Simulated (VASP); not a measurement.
# Ta2N (P-3m1) in VASP: a series of runs, part 2 of 3

VASP 6.6.1. The steps go on from the part before.

## Step 3: Single point, revPBE

This run uses another cell than the first one, of 13.69 Å³/atom.

File INCAR:

```
SYSTEM = Ta2N
ALGO = Normal
EDIFF = 1E-6
ENCUT = 520
GGA = RE
ISIF = 2
ISMEAR = -1
LASPH = .TRUE.
LCHARG = .FALSE.
LREAL = .FALSE.
LWAVE = .FALSE.
NBANDS = 20
NELM = 60
PREC = Accurate
SIGMA = 0.05
```

File KPOINTS:

```
k-points
0
G
  10 10 6
  0 0 0
```

File POSCAR:

```
Ta2N
1.0
    3.1075807259      0.0000000000      0.0000000000
   -1.5537903629      2.6912438529      0.0000000000
    0.0000000000      0.0000000000      4.9094002895
Ta N
2 1
Direct
    0.3333333333      0.6666666667      0.2555927486
    0.6666666667      0.3333333333      0.7444072514
    0.0000000000      0.0000000000      0.0000000000
```

Potentials or basis: VASP PAW PBE potentials, release 64 (Ta_pv, N).

Launch:

```console
> cat potpaw_PBE.64/Ta_pv/POTCAR potpaw_PBE.64/N/POTCAR > POTCAR
> mpirun -np 1 vasp_std > vasp.out
```

OUTCAR:

```text
SYSTEM = Ta2N
   EDIFF = 1E-6
   ENCUT = 520
   GGA = RE
   ISIF = 2
   ISMEAR = -1
   LASPH = .TRUE.
   LREAL = .FALSE.
   NELM = 60
   PREC = Accurate

 ion  position               nearest neighbor table
   1  0.333  0.667  0.256-   3 2.19   3 2.19   3 2.19   2 3.00   2 3.00   2 3.00   2 3.08   2 3.08
                             2 3.08
   2  0.667  0.333  0.744-   3 2.19   3 2.19   3 2.19   1 3.00   1 3.00   1 3.00   1 3.08   1 3.08
                             1 3.08
   3  0.000  0.000  0.000-   1 2.19   2 2.19   1 2.19   2 2.19   2 2.19   1 2.19

  LATTYP: Found a hexagonal cell.
 ALAT       =     3.1075807259
 C/A-ratio  =     1.5798142422

  Lattice vectors:

 A1 = (   3.1075807259,   0.0000000000,   0.0000000000)
 A2 = (  -1.5537903629,   2.6912438529,   0.0000000000)
 A3 = (   0.0000000000,   0.0000000000,   4.9094002895)

Analysis of symmetry for initial positions (statically):
=====================================================================
 Subroutine PRICEL returns:
 Original cell was already a primitive cell.

 Routine SETGRP: Setting up the symmetry group for a
 hexagonal supercell.

 Subroutine GETGRP returns: Found 12 space group operations
[... 166 lines left out ...]

 E-fermi :   7.5098     XC(G=0): -12.7811

 val. band max:        7.5031079305   @ k =   0.2000   0.1000   0.3333
 cond. band min:       7.5203755649   @ k =   0.1000  -0.0000   0.0000
 fundamental gap:      0.0172676344
 Fermi energy:         7.5098119417

 k-point     1 :       0.0000    0.0000    0.0000
  band No.  band energies     occupation
      1     -28.2179      2.00000
      2     -27.5128      2.00000
      3     -27.5128      2.00000
      4     -27.3956      2.00000
      5     -27.3956      2.00000
      6     -27.3013      2.00000
[... 541 lines left out ...]
     19      11.9700      0.00000
     20      12.8194      0.00000

 [... further k-points ...]

------------------------ aborting loop because EDIFF is reached ----------------------------------------

  FORCE on cell =-STRESS in cart. coord.  units (eV):
  Direction    XX          YY          ZZ          XY          YZ          ZX
  --------------------------------------------------------------------------------------
  -------------------------------------------------------------------------------------
  Total        0.1074123      0.1074123      0.0944517      0.0000000      0.0000000      0.0000000
  in kB        4.1914159      4.1914159      3.6856683      0.0000000      0.0000000      0.0000000
  external PRESSURE =       4.0228334 kB  Pullay stress =       0.0000000 kB

 VOLUME and BASIS-vectors are now :
 -----------------------------------------------------------------------------
  energy-cutoff  :      520.00
  volume of cell :       41.06
      direct lattice vectors                 reciprocal lattice vectors
     3.107580726  0.000000000  0.000000000     0.321793732  0.185787698  0.000000000
    -1.553790363  2.691243853  0.000000000     0.000000000  0.371575396  0.000000000
     0.000000000  0.000000000  4.909400289     0.000000000  0.000000000  0.203690867

 POSITION                                       TOTAL-FORCE (eV/Angst)
 -----------------------------------------------------------------------------------
     -0.00000      1.79416      1.25481        -0.000000      0.000000      0.045993
      1.55379      0.89708      3.65459         0.000000     -0.000000     -0.045993
      0.00000      0.00000      0.00000        -0.000000      0.000000      0.000000
 -----------------------------------------------------------------------------------
    total drift:                                0.000000      0.000000     -0.000000

  FREE ENERGIE OF THE ION-ELECTRON SYSTEM (eV)
  ---------------------------------------------------
  free  energy   TOTEN  =       -33.1402670772 eV

  energy  without entropy=      -33.1275852526  energy(sigma->0) =      -33.13392616
```

stdout:

```text
POSCAR found type information on POSCAR TaN
 POSCAR found :  2 types and       3 ions
 scaLAPACK will be used
 -----------------------------------------------------------------------------
|                                                                             |
|                                                                             |
|     You enforced a specific xc type in the INCAR file but a different       |
|     I HOPE YOU KNOW WHAT YOU ARE DOING!                                     |
|                                                                             |
 -----------------------------------------------------------------------------

 LDA part: xc-table for (Slater+PW92), standard interpolation
 POSCAR, INCAR and KPOINTS ok, starting setup
 FFT: planning ... GRIDC
 FFT: planning ... GRID_SOFT
 FFT: planning ... GRID
 WAVECAR not read
 entering main loop
```

Wall time 64 s (1 thread of Intel Xeon 8259CL, shared host); peak memory 0.2 GiB.

Results:

```yaml
Free_energy: -33.1403 eV
Pressure: 0.4 GPa
Largest_force: 0.046 eV/Å
Band_gap_on_the_k_mesh: zero (an odd number of electrons rules out a gap without spin polarisation)
```

Forces on the atoms (eV/Å):
```
Ta   0.000  0.000  0.046
Ta   0.000  0.000 -0.046
N    0.000  0.000  0.000
```

Levels at points of the mesh, in eV from the Fermi level:
| k point | band 11 | band 12 | band 13 | band 14 | band 15 | band 16 | band 17 | band 18 |
| --- | --- | --- | --- | --- | --- | --- | --- | --- |
| (0.00, 0.00, 0.00) | -5.04 | -0.74 | -0.23 | -0.23 | 0.23 | 0.35 | 0.35 | 1.12 |
| (0.50, 0.00, 0.00) | -4.52 | -2.62 | -1.38 | 1.60 | 1.93 | 3.74 | 3.95 | 4.12 |
| (0.00, 0.00, 0.50) | -2.96 | -2.69 | -1.06 | -1.06 | 1.71 | 1.90 | 2.27 | 2.27 |
| (0.50, 0.00, 0.50) | -3.29 | -2.18 | -2.13 | -0.37 | 0.71 | 3.34 | 3.58 | 4.00 |

Caveat: the PAW data sets were made with another functional, which shifts forces and pressure a little; spin-orbit coupling is left out, which moves the levels of the heavy elements.

## Step 4: Relaxation of cell and atoms, revPBE

File INCAR:

```
PREC     = Accurate       # precision mode
ENCUT    = 600            # plane-wave cutoff, eV
EDIFF    = 1E-7           # SCF threshold, eV
ISMEAR   = -1             # smearing method
SIGMA    = 0.05           # smearing width, eV
LREAL    = F              # projectors in reciprocal space
LASPH    = T              # aspherical terms in the spheres
NELM     = 80             # most SCF steps
ALGO     = Normal         # electronic algorithm
ISIF     = 3              # what is computed and relaxed
LWAVE    = F              # write WAVECAR
LCHARG   = F              # write CHGCAR
GGA      = RE             # functional
IBRION   = 2              # ionic algorithm
NSW      = 60             # ionic steps
EDIFFG   = -0.01          # ionic threshold
```

File KPOINTS:

```
Automatic mesh
0
Gamma
  10 10 6
```

File POSCAR:

```
Ta2N
1.0
    3.1128615060      0.0000000000      0.0000000000
   -1.5564307530      2.6958171426      0.0000000000
    0.0000000000      0.0000000000      4.8698410000
Ta N
2 1
Direct
    0.3333333333      0.6666666667      0.2547110000
    0.6666666667      0.3333333333      0.7452890000
    0.0000000000      0.0000000000      0.0000000000
```

Potentials or basis: VASP PAW PBE potentials, release 64 (Ta_pv, N).

Launch:

```console
> cat potpaw_PBE.64/Ta_pv/POTCAR potpaw_PBE.64/N/POTCAR > POTCAR
> mpirun -np 1 vasp_std > vasp.out
```

OUTCAR:

```text
PREC = Accurate
   ENCUT = 600
   EDIFF = 1E-7
   ISMEAR = -1
   LREAL = F
   LASPH = T
   NELM = 80
   ISIF = 3
   GGA = RE
   IBRION = 2
   NSW = 60
   EDIFFG = -0.01

 ion  position               nearest neighbor table
   1  0.333  0.667  0.255-   3 2.18   3 2.18   3 2.18   2 2.99   2 2.99   2 2.99   2 3.06   2 3.06
                             2 3.06
   2  0.667  0.333  0.745-   3 2.18   3 2.18   3 2.18   1 2.99   1 2.99   1 2.99   1 3.06   1 3.06
                             1 3.06
   3  0.000  0.000  0.000-   1 2.18   2 2.18   1 2.18   2 2.18   2 2.18   1 2.18

  LATTYP: Found a hexagonal cell.
 ALAT       =     3.1128615060
 C/A-ratio  =     1.5644258476

  Lattice vectors:

 A1 = (   3.1128615060,   0.0000000000,   0.0000000000)
 A2 = (  -1.5564307530,   2.6958171426,   0.0000000000)
 A3 = (   0.0000000000,   0.0000000000,   4.8698410000)

Analysis of symmetry for initial positions (statically):
=====================================================================
 Subroutine PRICEL returns:
 Original cell was already a primitive cell.

 Routine SETGRP: Setting up the symmetry group for a
 hexagonal supercell.

 Subroutine GETGRP returns: Found 12 space group operations
 (whereof 12 operations were pure point group operations)
 out of a pool of 24 trial point group operations.

[... 173 lines left out ...]
  Total        0.3750220      0.3750220      0.7163725      0.0000000     -0.0000000      0.0000000
  in kB       14.7028752     14.7028752     28.0856485      0.0000000     -0.0000000      0.0000000
  external PRESSURE =      19.1637996 kB  Pullay stress =       0.0000000 kB
[... 135 lines left out ...]
--------------------------------------- Ionic step        5  -------------------------------------------

 number of electron      26.9999998 magnetization

 Free energy of the ion-electron system (eV)
  ---------------------------------------------------
  ext. energy  EPLUGINS =         0.00000000
  ---------------------------------------------------
  free energy    TOTEN  =       -33.14257736 eV

  energy without entropy =      -33.12997698  energy(sigma->0) =      -33.13627717

 E-fermi :   7.4980     XC(G=0): -12.7741

 val. band max:        7.4976849885   @ k =   0.2000   0.1000   0.3333
 cond. band min:       7.5026470359   @ k =   0.1000  -0.0000   0.0000
 fundamental gap:      0.0049620474
 Fermi energy:         7.4980468031

 k-point     1 :       0.0000    0.0000    0.0000
  band No.  band energies     occupation
      1     -28.2296      2.00000
      2     -27.5283      2.00000
      3     -27.5283      2.00000
      4     -27.4116      2.00000
      5     -27.4116      2.00000
      6     -27.3181      2.00000
[... 457 lines left out ...]
      4     -27.7019      2.00000
      5     -27.5161      2.00000
      6     -27.5042      2.00000
[... 9 lines left out ...]
     16      10.9325      0.00000
     17      11.1481      0.00000

 [... further k-points ...]

------------------------ aborting loop because EDIFF is reached ----------------------------------------

  FORCE on cell =-STRESS in cart. coord.  units (eV):
  Direction    XX          YY          ZZ          XY          YZ          ZX
  --------------------------------------------------------------------------------------
  -------------------------------------------------------------------------------------
  Total       -0.0130137     -0.0130137     -0.0155387      0.0000000      0.0000000      0.0000000
  in kB       -0.5071224     -0.5071224     -0.6055170      0.0000000      0.0000000      0.0000000
  external PRESSURE =      -0.5399206 kB  Pullay stress =       0.0000000 kB
[... 18 lines left out ...]
  FREE ENERGIE OF THE ION-ELECTRON SYSTEM (eV)
  ---------------------------------------------------
  free  energy   TOTEN  =       -33.1425773626 eV

  energy  without entropy=      -33.1299769809  energy(sigma->0) =      -33.13627717

 reached required accuracy - stopping structural energy minimisation
```

Run time: 5.9 min. Hardware: 1 thread of Intel Xeon 8259CL, shared host; peak memory 0.23 GiB.

What came out:

| Quantity | Value |
| --- | --- |
| Free energy | -33.1426 eV |
| Relaxed volume | 13.70 Å³/atom |
| Relaxed cell | a = 3.109 Å, b = 3.109 Å, c = 4.912 Å, α = 90.00°, β = 90.00°, γ = 120.00° |
| Space group after relaxing (to 0.1 Å) | P-3m1 (No. 164) |
| Energy gained by relaxing | 1.1 meV/atom |
| Ionic steps | 5 |
| Pressure after relaxing | -0.1 GPa |
| Largest force after relaxing | 0.005 eV/Å |
| Band gap on the k mesh | zero (an odd number of electrons rules out a gap without spin polarisation) |

Forces on the atoms (eV/Å):
```
Ta   0.000  0.000  0.005
Ta   0.000  0.000 -0.005
N    0.000  0.000  0.000
```

Step by step:
```
step  energy change (eV)  largest force (eV/Å)  pressure (GPa)  volume (Å³)
   1              0.0000                0.1080            1.92        40.87
   2              0.0076                0.0930           -4.60        41.84
   3             -0.0022                0.0431           -0.25        41.18
   4             -0.0031                0.0252           -0.15        41.14
   5             -0.0033                0.0050           -0.05        41.11
```

Final structure:
```
CELL_PARAMETERS angstrom
3.10874 0.00000 0.00000
-1.55437 2.69225 0.00000
0.00000 0.00000 4.91246
ATOMIC_POSITIONS crystal
Ta 0.33333 0.66667 0.25590
Ta 0.66667 0.33333 0.74410
N 0.00000 0.00000 0.00000
```

Levels at points of the mesh, in eV from the Fermi level:
```tsv
k point	band 12	band 13	band 14	band 15	band 16	band 17
(0.00, 0.00, 0.00)	-0.74	-0.23	-0.23	0.22	0.35	0.35
(0.50, 0.00, 0.00)	-2.62	-1.38	1.59	1.93	3.74	3.94
(0.00, 0.00, 0.50)	-2.69	-1.06	-1.06	1.70	1.90	2.27
(0.50, 0.00, 0.50)	-2.18	-2.13	-0.39	0.70	3.34	3.58
```

Caveat: the PAW data sets were made with another functional, which shifts forces and pressure a little; spin-orbit coupling is left out, which moves the levels of the heavy elements.

(Continued in part 3 of 3.)
